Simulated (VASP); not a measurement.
A run of VASP 6.6.1:

File POSCAR:

```
Sc
1.0
    0.0000000000      2.2137375000      2.3840250000
    2.2137375000      0.0000000000      2.3840250000
    2.2137375000      2.2137375000      0.0000000000
Sc
1
Direct
    0.0000000000      0.0000000000      0.0000000000
```

INCAR.step1

```
SYSTEM = Sc
  ALGO = Normal
  EDIFF = 1E-4
  ENCUT = 520
  GGA = PE
  ISMEAR = 0
  LASPH = .True.
  LCHARG = .False.
  LREAL = .False.
  LWAVE = .True.
  NBANDS = 12
  NELM = 100
  PREC = Accurate
  SIGMA = 0.15
```

INCAR.step2

```
SYSTEM = Sc
  ALGO = Normal
  EDIFF = 1E-6
  ENCUT = 520
  ISIF = 2
  ISMEAR = 0
  ISTART = 1
  LASPH = .True.
  LCHARG = .False.
  LMIXTAU = .True.
  LREAL = .False.
  LWAVE = .False.
  METAGGA = R2SCAN
  NBANDS = 12
  NELM = 100
  PREC = Accurate
  SIGMA = 0.15
```

File KPOINTS:

```
k-points
0
Gamma
  18 18 18
  0 0 0
```

Potentials or basis: VASP PAW PBE potentials, release 64 (Sc_sv).

The run is started by

```bash
$ cat potpaw_PBE.64/Sc_sv/POTCAR > POTCAR
$ cp INCAR.step1 INCAR
$ mpirun -np 1 vasp_std > vasp.out
$ cp INCAR.step2 INCAR
$ mpirun -np 1 vasp_std > vasp.out
```

Hardware: 1 thread of Intel(R) Xeon(R) Platinum 8259CL CPU @ 2.50GHz (Skylake/Cascade Lake) (shared host).

Task: How long does it take, and how much memory?

Result: Run time: 3.4 min on 1 thread of Intel(R) Xeon(R) Platinum 8259CL CPU @ 2.50GHz (Skylake/Cascade Lake), with other jobs on the host, peak memory 0.25 GiB. Counts: k points 480.
